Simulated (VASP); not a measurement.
# Hf (Pm-3m) in VASP: further runs

The runs below take Hf through relaxation of cell and atoms, single point, with LDA.

Program: VASP 6.6.1. These are calculated values, not measurements. Logs are shortened: lines on timing, memory, paths and dates and some standing lists are left out, and cuts for length are marked.

## 1. The cell of the first run

The structure is cubic, space group Pm-3m (No. 221). The conventional cell has a = 2.891 Å, b = 2.891 Å, c = 2.891 Å, α = 90.00°, β = 90.00°, γ = 90.00°. Within 3.8 Å of Hf (site symmetry m-3m) lie 6 Hf at 2.89 Å.

## 2. Relaxation of cell and atoms, LDA

Input file INCAR:

```
SYSTEM = Hf
ALGO     = Normal         ! electronic algorithm
EDIFF    = 1E-6           ! SCF threshold, eV
EDIFFG   = -0.01          ! ionic threshold
ENCUT    = 600            ! plane-wave cutoff, eV
IBRION   = 2              ! ionic algorithm
ISIF     = 3              ! what is computed and relaxed
ISMEAR   = -1             ! smearing method
LASPH    = .TRUE.         ! aspherical terms in the spheres
LCHARG   = .FALSE.        ! write CHGCAR
LREAL    = .FALSE.        ! projectors in reciprocal space
LWAVE    = .FALSE.        ! write WAVECAR
NELM     = 80             ! most SCF steps
NSW      = 80             ! ionic steps
PREC     = Accurate       ! precision mode
SIGMA    = 0.1            ! smearing width, eV
```

Input file KPOINTS:

```
k-points
0
G
  11 11 11
  0 0 0
```

Input file POSCAR:

```
Hf
1.0
    2.8913220498      0.0000000000      0.0000000000
    0.0000000000      2.8913220498      0.0000000000
    0.0000000000      0.0000000000      2.8913220498
Hf
1
Direct
    0.0000000000      0.0000000000      0.0000000000
```

Potentials or basis: VASP PAW LDA potentials, release 64 (Hf_pv).

On the command line:

```console
$ cat potpaw_LDA.64/Hf_pv/POTCAR > POTCAR
$ mpirun -np 1 vasp_std > vasp.out
```

OUTCAR:

```text
SYSTEM = Hf
   EDIFF = 1E-6
   EDIFFG = -0.01
   ENCUT = 600
   IBRION = 2
   ISIF = 3
   ISMEAR = -1
   LASPH = .TRUE.
   LREAL = .FALSE.
   NELM = 80
   NSW = 80
   PREC = Accurate

 ion  position               nearest neighbor table
   1  0.000  0.000  0.000-

  LATTYP: Found a simple cubic cell.
 ALAT       =     2.8913220498

  Lattice vectors:

 A1 = (   2.8913220498,   0.0000000000,   0.0000000000)
 A2 = (   0.0000000000,   2.8913220498,   0.0000000000)
 A3 = (   0.0000000000,   0.0000000000,   2.8913220498)

Analysis of symmetry for initial positions (statically):
=====================================================================
 Subroutine PRICEL returns:
 Original cell was already a primitive cell.

 Routine SETGRP: Setting up the symmetry group for a
 simple cubic supercell.

 Subroutine GETGRP returns: Found 48 space group operations
 (whereof 48 operations were pure point group operations)
 out of a pool of 48 trial point group operations.

The static configuration has the point symmetry O_h .

Analysis of symmetry for dynamics (positions and initial velocities):
=====================================================================
 Subroutine PRICEL returns:
 Original cell was already a primitive cell.

 Routine SETGRP: Setting up the symmetry group for a
 simple cubic supercell.

 Subroutine GETGRP returns: Found 48 space group operations
 (whereof 48 operations were pure point group operations)
 out of a pool of 48 trial point group operations.

The dynamic configuration has the point symmetry O_h .

 Subroutine INISYM returns: Found 48 space group operations
 (whereof 48 operations are pure point group operations),
 and found     1 'primitive' translations

----------------------------------------------------------------------------------------

                                     Primitive cell

  volume of cell :      24.1707

  direct lattice vectors                    reciprocal lattice vectors
     2.891322050  0.000000000  0.000000000     0.345862544  0.000000000  0.000000000
     0.000000000  2.891322050  0.000000000     0.000000000  0.345862544  0.000000000
     0.000000000  0.000000000  2.891322050     0.000000000  0.000000000  0.345862544

  length of vectors
     2.891322050  2.891322050  2.891322050     0.345862544  0.345862544  0.345862544

  position of ions in fractional coordinates (direct lattice)
     0.000000000  0.000000000  0.000000000

  ion indices of the primitive-cell ions
   primitive index   ion index
                 1           1

----------------------------------------------------------------------------------------

 KPOINTS: k-points

Automatic generation of k-mesh.
 Grid dimensions read from file:
 generate k-points for:   11   11   11

 Generating k-lattice:

  Cartesian coordinates                     Fractional coordinates (reciprocal lattice)
     0.031442049  0.000000000  0.000000000     0.090909091  0.000000000  0.000000000
     0.000000000  0.031442049  0.000000000     0.000000000  0.090909091  0.000000000
     0.000000000  0.000000000  0.031442049     0.000000000  0.000000000  0.090909091

  Length of vectors
     0.031442049  0.031442049  0.031442049

  Shift w.r.t. Gamma in fractional coordinates (k-lattice)
     0.000000000  0.000000000  0.000000000

 Subroutine IBZKPT returns following result:
 ===========================================

 Found     56 irreducible k-points:

 Following reciprocal coordinates:
            Coordinates               Weight
  0.000000  0.000000  0.000000      1.000000
  0.090909  0.000000  0.000000      6.000000
  0.181818  0.000000  0.000000      6.000000
  0.272727  0.000000  0.000000      6.000000
  0.363636  0.000000  0.000000      6.000000
  0.454545  0.000000  0.000000      6.000000
[... 16 lines left out ...]
  0.181818  0.090909  0.090909     24.000000
  0.272727  0.090909  0.090909     24.000000
 [... further k-points ...]
   k-points           NKPTS =     56   k-points in BZ     NKDIM =     56   number of bands    NBANDS=      9
   number of dos      NEDOS =    301   number of ions     NIONS =      1
   total plane-waves  NPLWV =  13824
   dimension x,y,z NGX =    24 NGY =   24 NGZ =   24
   dimension x,y,z NGXF=    48 NGYF=   48 NGZF=   48
   ions per type =               1
   NGX,Y,Z   is equivalent  to a cutoff of  13.80, 13.80, 13.80 a.u.
   NGXF,Y,Z  is equivalent  to a cutoff of  27.60, 27.60, 27.60 a.u.
 SYSTEM =  Hf
   PREC   = accura    normal or accurate (medium, high low for compatibility)
   ISTART =      0    job   : 0-new  1-cont  2-samecut
   ICHARG =      2    charge: 1-file 2-atom 10-const
   ISPIN  =      1    spin polarized calculation?
   LNONCOLLINEAR =      F non collinear calculations
   LSORBIT =      F    spin-orbit coupling
   LASPH  =      T    aspherical Exc in radial PAW
   ENCUT  =  600.0 eV  44.10 Ry    6.64 a.u.   5.77  5.77  5.77*2*pi/ulx,y,z
   NELM   =     80;   NELMIN=  2; NELMDL= -5     # of ELM steps
   EDIFF  = 0.1E-05   stopping-criterion for ELM
   LREAL  =      F    real-space projection
   EDIFFG = -.1E-01   stopping-criterion for IOM
   NSW    =     80    number of steps for IOM
   IBRION =      2    ionic relax: 0-MD 1-quasi-New 2-CG
   NFREE  =      1    steps in history (QN), initial steepest desc. (CG)
   ISIF   =      3    stress and relaxation
   ISYM   =      2    0-nonsym 1-usesym 2-fastsym
   POTIM  = 0.5000    time-step for ionic-motion
   TEBEG  =    0.0;   TEEND  =   0.0 temperature during run
   PSTRESS=    0.0 pullay stress
   NELECT =      10.0000    total number of electrons
   NUPDOWN=      -1.0000    fix difference up-down
   EMIN   =  10.00;   EMAX   =-10.00  energy-range for DOS
   EFERMI =   0.00;   METHOD = LEGACY
   ISMEAR =    -1;   SIGMA  =   0.10  broadening in eV -4-tet -1-fermi 0-gaus
   EFERMI_NEDOS =   21; number of points for ismear=-14 and -15
   IALGO  =     38    algorithm
   IMIX   =      4    mixing-type and parameters
     AMIX     =   0.40;   BMIX     =  1.00
     AMIX_MAG =   1.60;   BMIX_MAG =  1.00
  volume/ion in A,a.u.               =      24.17       163.11
  Fermi-wavevector in a.u.,A,eV,Ry     =   1.219865  2.305210 20.246423  1.488070
  Thomas-Fermi vector in A             =   2.355102
   LORBIT       =      0    0 simple, 1 ext, 2 COOP (PROOUT), +10 PAW based schemes
   GGA     = CA    functional components
   LHFCALC =     F    Hartree Fock is set to
   AEXX    =    0.0000 exact exchange contribution
   IVDW    =     0    specifies the selected vdW correction
   LEPSILON=     F    determine dielectric tensor
   LRPA    =     F    only Hartree local field effects (RPA)
 conjugate gradient relaxation of ions
 non-spin polarized calculation
  energy-cutoff  :      600.00
  volume of cell :       24.17
 maximum number of plane-waves:       816
 NGX is ok and might be reduce to    24
   NGX = 11   NGY = 11   NGZ = 11

--------------------------------------- Ionic step        1  -------------------------------------------

 number of electron      10.0000001 magnetization

 Free energy of the ion-electron system (eV)
  ---------------------------------------------------
  ext. energy  EPLUGINS =         0.00000000
  ---------------------------------------------------
  free energy    TOTEN  =        -9.65746237 eV

  energy without entropy =       -9.60077023  energy(sigma->0) =       -9.62911630

------------------------ aborting loop because EDIFF is reached ----------------------------------------

  FORCE on cell =-STRESS in cart. coord.  units (eV):
  Direction    XX          YY          ZZ          XY          YZ          ZX
  --------------------------------------------------------------------------------------
  -------------------------------------------------------------------------------------
  Total       -0.8055059     -0.8055059     -0.8055059     -0.0000000     -0.0000000      0.0000000
  in kB      -53.3936837    -53.3936837    -53.3936837     -0.0000000     -0.0000000      0.0000000
  external PRESSURE =     -53.3936837 kB  Pullay stress =       0.0000000 kB
[... 55 lines left out ...]
  energy  without entropy=       -9.6266633239  energy(sigma->0) =       -9.65010973

--------------------------------------- Ionic step        3  -------------------------------------------

 number of electron       9.9999999 magnetization

 Free energy of the ion-electron system (eV)
  ---------------------------------------------------
  ext. energy  EPLUGINS =         0.00000000
  ---------------------------------------------------
  free energy    TOTEN  =        -9.68688034 eV

  energy without entropy =       -9.63596656  energy(sigma->0) =       -9.66142345

 E-fermi :   4.2843     XC(G=0): -11.3405

 val. band max:        4.2752936403   @ k =   0.4545   0.2727   0.2727
 cond. band min:       4.3077776672   @ k =   0.2727   0.0000   0.0000
 fundamental gap:      0.0324840269
 Fermi energy:         4.2842596008

 k-point     1 :       0.0000    0.0000    0.0000
  band No.  band energies     occupation
      1     -25.2077      2.00000
      2     -25.2077      2.00000
      3     -25.2077      2.00000
      4      -2.3941      2.00000
      5       2.6125      2.00000
      6       2.6125      2.00000
      7      11.3697      0.00000
      8      11.3697      0.00000
      9      11.3697      0.00000
[... 265 lines left out ...]
 k-point    24 :       0.2727    0.0909    0.0909
  band No.  band energies     occupation
      1     -25.9261      2.00000
      2     -25.2434      2.00000
      3     -25.2318      2.00000
      4      -0.1515      2.00000
      5       3.5450      1.99877
      6       4.4413      0.34437
      7       8.2604      0.00000
      8       8.3568      0.00000
      9      10.7198      0.00000

 [... further k-points ...]

------------------------ aborting loop because EDIFF is reached ----------------------------------------

  FORCE on cell =-STRESS in cart. coord.  units (eV):
  Direction    XX          YY          ZZ          XY          YZ          ZX
  --------------------------------------------------------------------------------------
  -------------------------------------------------------------------------------------
  Total       -0.0034822     -0.0034822     -0.0034822      0.0000000     -0.0000000      0.0000000
  in kB       -0.2479638     -0.2479638     -0.2479638      0.0000000     -0.0000000      0.0000000
  external PRESSURE =      -0.2479638 kB  Pullay stress =       0.0000000 kB
[... 16 lines left out ...]
  FREE ENERGIE OF THE ION-ELECTRON SYSTEM (eV)
  ---------------------------------------------------
  free  energy   TOTEN  =        -9.6868803384 eV

  energy  without entropy=       -9.6359665577  energy(sigma->0) =       -9.66142345

 reached required accuracy - stopping structural energy minimisation
```

It took 14 s on 1 thread of Intel Xeon Platinum 8488C (Sapphire Rapids), shared host; peak memory 0.14 GiB.

Results:

```yaml
Free_energy: -9.6869 eV
Relaxed_volume: 22.50 Å³/atom
Relaxed_cell: a = 2.823 Å, b = 2.823 Å, c = 2.823 Å, α = 90.00°, β = 90.00°, γ = 90.00°
Space_group_after_relaxing_to_0.05_Å: Pm-3m (No. 221)
Energy_gained_by_relaxing: 29.4 meV/atom
Ionic_steps: 3
Pressure_after_relaxing: 0.0 GPa
Band_gap_on_the_k_mesh: zero (band 5 reaches 5.18 eV, above the bottom of band 6 at 2.61 eV)
```

Step by step:
| step | energy change (eV) | largest force (eV/Å) | pressure (GPa) | volume (Å³) |
| --- | --- | --- | --- | --- |
| 1 | 0.0000 | 0.0000 | -5.34 | 24.17 |
| 2 | -0.0161 | 0.0000 | 4.29 | 21.46 |
| 3 | -0.0294 | 0.0000 | -0.02 | 22.50 |

Final structure:
```yaml
crystal:
  lattice:
    - [2.82311, 0.00000, 0.00000]
    - [0.00000, 2.82311, 0.00000]
    - [0.00000, 0.00000, 2.82311]
  atoms:
    - { symbol: Hf, position: [0.00000, 0.00000, 0.00000] }
```

Caveat: spin-orbit coupling is left out, which moves the levels of the heavy elements.

## 3. Single point, LDA

This run uses another cell than the first one, of 22.52 Å³/atom, 0.932 times its volume.

Input file INCAR:

```
SYSTEM = Hf
ALGO = Normal ; EDIFF = 1E-6
ENCUT = 520 ; ISIF = 2
ISMEAR = -1 ; LASPH = .TRUE.
LCHARG = .FALSE. ; LREAL = .FALSE.
LWAVE = .FALSE. ; NBANDS = 11
NELM = 100 ; PREC = Accurate
SIGMA = 0.1
```

Input file KPOINTS:

```
k-points
0
G
  18 18 18
  0 0 0
```

Input file POSCAR:

```
Hf
1.0
    2.8239663908      0.0000000000      0.0000000000
    0.0000000000      2.8239663908      0.0000000000
    0.0000000000      0.0000000000      2.8239663908
Hf
1
Direct
    0.0000000000      0.0000000000      0.0000000000
```

Potentials or basis: VASP PAW LDA potentials, release 64 (Hf_pv).

On the command line:

```console
$ cat potpaw_LDA.64/Hf_pv/POTCAR > POTCAR
$ mpirun -np 1 vasp_std > vasp.out
```

Wall time 22 s (1 thread of Intel Xeon Platinum 8488C (Sapphire Rapids), shared host); peak memory 0.17 GiB.

The run converged. Its results:

```yaml
Free_energy: -9.6884 eV
Pressure: 0.1 GPa
Band_gap_on_the_k_mesh: zero (band 5 reaches 5.23 eV, above the bottom of band 6 at 2.61 eV)
```

Levels at points of the mesh, in eV from the Fermi level:
```tsv
k point	band 1	band 2	band 3	band 4	band 5	band 6	band 7	band 8	band 9	band 10
(0.00, 0.00, 0.00)	-29.49	-29.49	-29.49	-6.68	-1.67	-1.67	7.08	7.08	7.08	12.44
(0.50, 0.00, 0.00)	-30.74	-29.38	-29.38	-3.18	-0.67	0.24	3.20	3.20	7.51	10.69
(0.50, 0.50, 0.00)	-30.56	-30.56	-29.27	-3.27	-0.61	4.03	4.03	5.12	5.12	9.68
(0.50, 0.50, 0.50)	-30.40	-30.40	-30.40	-1.58	-1.58	-1.58	7.08	9.98	9.98	11.24
```

Caveat: spin-orbit coupling is left out, which moves the levels of the heavy elements.

## 4. Single point, LDA, non-collinear spin, zero start, spin-orbit coupling

This run uses another cell than the first one, of 22.52 Å³/atom, 0.932 times its volume.

Input file INCAR:

```
PREC     = Accurate       # precision mode
ENCUT    = 520            # plane-wave cutoff, eV
EDIFF    = 1E-6           # SCF threshold, eV
ISMEAR   = -1             # smearing method
SIGMA    = 0.1            # smearing width, eV
LREAL    = False          # projectors in reciprocal space
LASPH    = True           # aspherical terms in the spheres
NELM     = 150            # most SCF steps
ALGO     = Normal         # electronic algorithm
ISIF     = 2              # what is computed and relaxed
LWAVE    = False          # write WAVECAR
LCHARG   = False          # write CHGCAR
LNONCOLLINEAR= True           # non-collinear magnetism
MAGMOM   = 0 0 0          # initial moments
LORBIT   = 11             # projections on sites
LSORBIT  = True           # spin-orbit coupling
GGA_COMPAT= False        
LORBMOM  = True         
LMAXMIX  = 4              # l up to which the mixer works
NBANDS   = 21             # bands
```

Input file KPOINTS:

```
regular mesh
0
Gamma
  11 11 11
```

POSCAR is that of step 3.

On the command line:

```console
$ cat potpaw_LDA.64/Hf_pv/POTCAR > POTCAR
$ mpirun -np 1 vasp_ncl > vasp.out
```

Wall time 45 s (1 thread of Intel Xeon Platinum 8488C (Sapphire Rapids), shared host); peak memory 0.19 GiB.

It converged, with:

- Free energy: -10.4109 eV
- Pressure: -0.4 GPa
- Net moment: 0.00 μB per cell
- Valence electrons inside the program's atomic spheres: Hf 8.60

Moments on the atoms (μB; x, y, z):
```
Hf  0.00 0.00 0.00
```

## 5. Summary

| task | spin | cell | k mesh | cutoff (eV) | gap on the mesh (eV) | pressure (GPa) |
| --- | --- | --- | --- | --- | --- | --- |
| relaxation of cell and atoms | off | relaxed from a = 2.891 Å, 1 atom | 11 × 11 × 11 | 600 | none | 0.0 |
| single point | off | a = 2.824 Å, 1 atom | 18 × 18 × 18 | 520 | none | 0.1 |
| single point | non-collinear, zero start, SOC | a = 2.824 Å, 1 atom | 11 × 11 × 11 | 520 | - | -0.4 |

Alike in all rows: level LDA; potentials or basis VASP PAW LDA potentials, release 64 (Hf_pv); smearing fermi-dirac 0.1 eV.

Caveats: spin-orbit coupling is left out, which moves the levels of the heavy elements (some runs).

Total energies depend on the potentials used, so only differences within one code and one set of settings carry meaning.
